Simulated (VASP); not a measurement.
# LiBr (rocksalt type) (Fm-3m) in VASP: further runs, part 3 of 3

VASP 6.6.1. Earlier steps stand in the parts before.

### Step 6. Single point, PBE (21.74 Å³/atom)

This run uses another cell than the first one, of 21.74 Å³/atom.

The input, INCAR:

```
SYSTEM = LiBr
PREC     = Accurate       ! precision mode
ENCUT    = 750            ! plane-wave cutoff, eV
EDIFF    = 1E-6           ! SCF threshold, eV
ISMEAR   = -1             ! smearing method
SIGMA    = 0.08           ! smearing width, eV
LREAL    = .False.        ! projectors in reciprocal space
LASPH    = .True.         ! aspherical terms in the spheres
NELM     = 120            ! most SCF steps
ALGO     = Normal         ! electronic algorithm
ISIF     = 2              ! what is computed and relaxed
LWAVE    = .False.        ! write WAVECAR
LCHARG   = .True.         ! write CHGCAR
GGA      = PE             ! functional
LELF     = .True.         ! ELF
LVHAR    = .True.       
NBANDS   = 12             ! bands
GGA_COMPAT= .False.
```

The input, KPOINTS:

```
regular mesh
0
Gamma
  12 12 12
  0 0 0
```

The input, POSCAR:

```
LiBr
1.0
    0.0000000000      2.7910436013      2.7910436013
    2.7910436013      0.0000000000      2.7910436013
    2.7910436013      2.7910436013      0.0000000000
Li Br
1 1
Direct
    0.0000000000      0.0000000000      0.0000000000
    0.5000000000      0.5000000000      0.5000000000
```

Potentials or basis: VASP PAW PBE potentials, release 64 (Li_sv, Br).

Command:

```bash
$ cat potpaw_PBE.64/Li_sv/POTCAR potpaw_PBE.64/Br/POTCAR > POTCAR
$ mpirun -np 1 vasp_std > vasp.out
```

OUTCAR:

```text
SYSTEM = LiBr
   PREC = Accurate
   ENCUT = 750
   EDIFF = 1E-6
   ISMEAR = -1
   LREAL = .False.
   LASPH = .True.
   NELM = 120
   ISIF = 2
   GGA = PE

 ion  position               nearest neighbor table
   1  0.000  0.000  0.000-
   2  0.500  0.500  0.500-

  LATTYP: Found a face centered cubic cell.
 ALAT       =     5.5820872026

  Lattice vectors:

 A1 = (   0.0000000000,   2.7910436013,   2.7910436013)
 A2 = (   2.7910436013,   0.0000000000,   2.7910436013)
 A3 = (   2.7910436013,   2.7910436013,   0.0000000000)

Analysis of symmetry for initial positions (statically):
=====================================================================
 Subroutine PRICEL returns:
 Original cell was already a primitive cell.

 Routine SETGRP: Setting up the symmetry group for a
 face centered cubic supercell.

 Subroutine GETGRP returns: Found 48 space group operations
 (whereof 48 operations were pure point group operations)
 out of a pool of 48 trial point group operations.

The static configuration has the point symmetry O_h .

Analysis of symmetry for dynamics (positions and initial velocities):
=====================================================================
 Subroutine PRICEL returns:
 Original cell was already a primitive cell.

 Routine SETGRP: Setting up the symmetry group for a
 face centered cubic supercell.

 Subroutine GETGRP returns: Found 48 space group operations
 (whereof 48 operations were pure point group operations)
 out of a pool of 48 trial point group operations.

The dynamic configuration has the point symmetry O_h .

 Subroutine INISYM returns: Found 48 space group operations
 (whereof 48 operations are pure point group operations),
 and found     1 'primitive' translations

----------------------------------------------------------------------------------------

                                     Primitive cell

  volume of cell :      43.4840

  direct lattice vectors                    reciprocal lattice vectors
     0.000000000  2.791043601  2.791043601    -0.179144460  0.179144460  0.179144460
     2.791043601  0.000000000  2.791043601     0.179144460 -0.179144460  0.179144460
     2.791043601  2.791043601  0.000000000     0.179144460  0.179144460 -0.179144460

  length of vectors
     3.947131714  3.947131714  3.947131714     0.310287307  0.310287307  0.310287307

  position of ions in fractional coordinates (direct lattice)
     0.000000000  0.000000000  0.000000000
     0.500000000  0.500000000  0.500000000

  ion indices of the primitive-cell ions
   primitive index   ion index
                 1           1
                 2           2

----------------------------------------------------------------------------------------

 KPOINTS: regular mesh

Automatic generation of k-mesh.
 Grid dimensions read from file:
 generate k-points for:   12   12   12

 Generating k-lattice:

  Cartesian coordinates                     Fractional coordinates (reciprocal lattice)
    -0.014928705  0.014928705  0.014928705     0.083333333  0.000000000  0.000000000
     0.014928705 -0.014928705  0.014928705     0.000000000  0.083333333  0.000000000
     0.014928705  0.014928705 -0.014928705     0.000000000  0.000000000  0.083333333

  Length of vectors
     0.025857276  0.025857276  0.025857276

  Shift w.r.t. Gamma in fractional coordinates (k-lattice)
     0.000000000  0.000000000  0.000000000

 Subroutine IBZKPT returns following result:
 ===========================================

 Found     72 irreducible k-points:

 Following reciprocal coordinates:
            Coordinates               Weight
  0.000000  0.000000  0.000000      1.000000
  0.083333  0.000000  0.000000      8.000000
  0.166667  0.000000  0.000000      8.000000
  0.250000  0.000000  0.000000      8.000000
  0.333333  0.000000  0.000000      8.000000
  0.416667  0.000000  0.000000      8.000000
[... 16 lines left out ...]
  0.500000  0.166667  0.000000     24.000000
 -0.416667  0.166667  0.000000     24.000000
 [... further k-points ...]
   k-points           NKPTS =     72   k-points in BZ     NKDIM =     72   number of bands    NBANDS=     12
   number of dos      NEDOS =    301   number of ions     NIONS =      2
   total plane-waves  NPLWV =  46656
   dimension x,y,z NGX =    36 NGY =   36 NGZ =   36
   dimension x,y,z NGXF=    72 NGYF=   72 NGZF=   72
   ions per type =               1   1
   NGX,Y,Z   is equivalent  to a cutoff of  15.16, 15.16, 15.16 a.u.
   NGXF,Y,Z  is equivalent  to a cutoff of  30.33, 30.33, 30.33 a.u.
 SYSTEM =  LiBr
   PREC   = accura    normal or accurate (medium, high low for compatibility)
   ISTART =      0    job   : 0-new  1-cont  2-samecut
   ICHARG =      2    charge: 1-file 2-atom 10-const
   ISPIN  =      1    spin polarized calculation?
   LNONCOLLINEAR =      F non collinear calculations
   LSORBIT =      F    spin-orbit coupling
   LASPH  =      T    aspherical Exc in radial PAW
   ENCUT  =  750.0 eV  55.12 Ry    7.42 a.u.   8.81  8.81  8.81*2*pi/ulx,y,z
   NELM   =    120;   NELMIN=  2; NELMDL= -5     # of ELM steps
   EDIFF  = 0.1E-05   stopping-criterion for ELM
   LREAL  =      F    real-space projection
   EDIFFG = 0.1E-04   stopping-criterion for IOM
   NSW    =      0    number of steps for IOM
   IBRION =     -1    ionic relax: 0-MD 1-quasi-New 2-CG
   NFREE  =      0    steps in history (QN), initial steepest desc. (CG)
   ISIF   =      2    stress and relaxation
   ISYM   =      2    0-nonsym 1-usesym 2-fastsym
   POTIM  = 0.5000    time-step for ionic-motion
   TEBEG  =    0.0;   TEEND  =   0.0 temperature during run
   PSTRESS=    0.0 pullay stress
   NELECT =      10.0000    total number of electrons
   NUPDOWN=      -1.0000    fix difference up-down
   EMIN   =  10.00;   EMAX   =-10.00  energy-range for DOS
   EFERMI =   0.00;   METHOD = LEGACY
   ISMEAR =    -1;   SIGMA  =   0.08  broadening in eV -4-tet -1-fermi 0-gaus
   EFERMI_NEDOS =   21; number of points for ismear=-14 and -15
   IALGO  =     38    algorithm
   IMIX   =      4    mixing-type and parameters
     AMIX     =   0.40;   BMIX     =  1.00
     AMIX_MAG =   1.60;   BMIX_MAG =  1.00
  volume/ion in A,a.u.               =      21.74       146.72
  Fermi-wavevector in a.u.,A,eV,Ry     =   1.002994  1.895383 13.687412  1.005996
  Thomas-Fermi vector in A             =   2.135517
   LORBIT       =      0    0 simple, 1 ext, 2 COOP (PROOUT), +10 PAW based schemes
   GGA     = PE    functional components
   LHFCALC =     F    Hartree Fock is set to
   AEXX    =    0.0000 exact exchange contribution
   IVDW    =     0    specifies the selected vdW correction
   LEPSILON=     F    determine dielectric tensor
   LRPA    =     F    only Hartree local field effects (RPA)
 non-spin polarized calculation
  energy-cutoff  :      750.00
  volume of cell :       43.48
 maximum number of plane-waves:      2085
   NGX = 17   NGY = 17   NGZ = 17

 number of electron      10.0000000 magnetization

 number of electron       9.9999998 magnetization

 Free energy of the ion-electron system (eV)
  ---------------------------------------------------
  ext. energy  EPLUGINS =         0.00000000
  ---------------------------------------------------
  free energy    TOTEN  =        -6.63653831 eV

  energy without entropy =       -6.63653831  energy(sigma->0) =       -6.63653831

 E-fermi :   1.8608     XC(G=0):  -8.2450

 val. band max:        0.0188097766   @ k =  -0.0833   0.0833   0.0000
 cond. band min:       4.7725981869   @ k =   0.0000   0.0000   0.0000
 fundamental gap:      4.7537884104
 Fermi energy:         1.8607754821

 k-point     1 :       0.0000    0.0000    0.0000
  band No.  band energies     occupation
      1     -44.4557      2.00000
      2     -13.2758      2.00000
      3       0.0141      2.00000
      4       0.0141      2.00000
      5       0.0141      2.00000
      6       4.7726      0.00000
      7      10.4773      0.00000
      8      10.4773      0.00000
      9      10.4773      0.00000
     10      12.0578      0.00000
     11      12.0578      0.00000
     12      12.0578      0.00000
[... 331 lines left out ...]
 k-point    24 :      -0.4167    0.1667    0.0000
  band No.  band energies     occupation
      1     -44.4548      2.00000
      2     -12.8083      2.00000
      3      -2.4977      2.00000
      4      -0.9553      2.00000
      5      -0.3688      2.00000
      6       6.4914      0.00000
      7       8.0911      0.00000
      8       8.6133      0.00000
      9      10.7447      0.00000
     10      13.6812      0.00000
     11      14.4805      0.00000
     12      14.6953      0.00000

 [... further k-points ...]

------------------------ aborting loop because EDIFF is reached ----------------------------------------

  FORCE on cell =-STRESS in cart. coord.  units (eV):
  Direction    XX          YY          ZZ          XY          YZ          ZX
  --------------------------------------------------------------------------------------
  -------------------------------------------------------------------------------------
  Total       -0.2584637     -0.2584637     -0.2584637      0.0000000      0.0000000     -0.0000000
  in kB       -9.5231410     -9.5231410     -9.5231410      0.0000000      0.0000000     -0.0000000
  external PRESSURE =      -9.5231410 kB  Pullay stress =       0.0000000 kB

 VOLUME and BASIS-vectors are now :
 -----------------------------------------------------------------------------
  energy-cutoff  :      750.00
  volume of cell :       43.48
      direct lattice vectors                 reciprocal lattice vectors
     0.000000000  2.791043601  2.791043601    -0.179144460  0.179144460  0.179144460
     2.791043601  0.000000000  2.791043601     0.179144460 -0.179144460  0.179144460
     2.791043601  2.791043601  0.000000000     0.179144460  0.179144460 -0.179144460

 POSITION                                       TOTAL-FORCE (eV/Angst)
 -----------------------------------------------------------------------------------
      0.00000      0.00000      0.00000         0.000000      0.000000     -0.000000
      2.79104      2.79104      2.79104        -0.000000     -0.000000      0.000000
 -----------------------------------------------------------------------------------
    total drift:                                0.000000      0.000000      0.000000

  FREE ENERGIE OF THE ION-ELECTRON SYSTEM (eV)
  ---------------------------------------------------
  free  energy   TOTEN  =        -6.6365383133 eV

  energy  without entropy=       -6.6365383132  energy(sigma->0) =       -6.63653831
```

It took 82 s on 1 thread of Intel Xeon 8259CL, shared host; peak memory 0.24 GiB.

Results:

```
Free energy            : -6.6365 eV
Pressure               : -1.0 GPa
Band gap on the k mesh : 4.75 eV
```

A k mesh can miss the band edges.

### Step 7. Summary

| cell | gap on the mesh (eV) | pressure (GPa) |
| --- | --- | --- |
| a = 3.843 Å, angles 60.0°, 2 atoms | 5.10 | 1.1 |
| a = 3.870 Å, angles 60.0°, 2 atoms | 5.00 | 0.5 |
| a = 3.896 Å, angles 60.0°, 2 atoms | 4.92 | 0.0 |
| a = 3.922 Å, angles 60.0°, 2 atoms | 4.83 | -0.5 |
| a = 3.947 Å, angles 60.0°, 2 atoms | 4.75 | -1.0 |

Alike in all rows: task single point; level PBE; potentials or basis VASP PAW PBE potentials, release 64 (Li_sv, Br); no spin polarisation; k mesh 12 × 12 × 12; cutoff (eV) 750; smearing fermi-dirac 0.08 eV.

Total energies depend on the potentials used, so only differences within one code and one set of settings carry meaning.
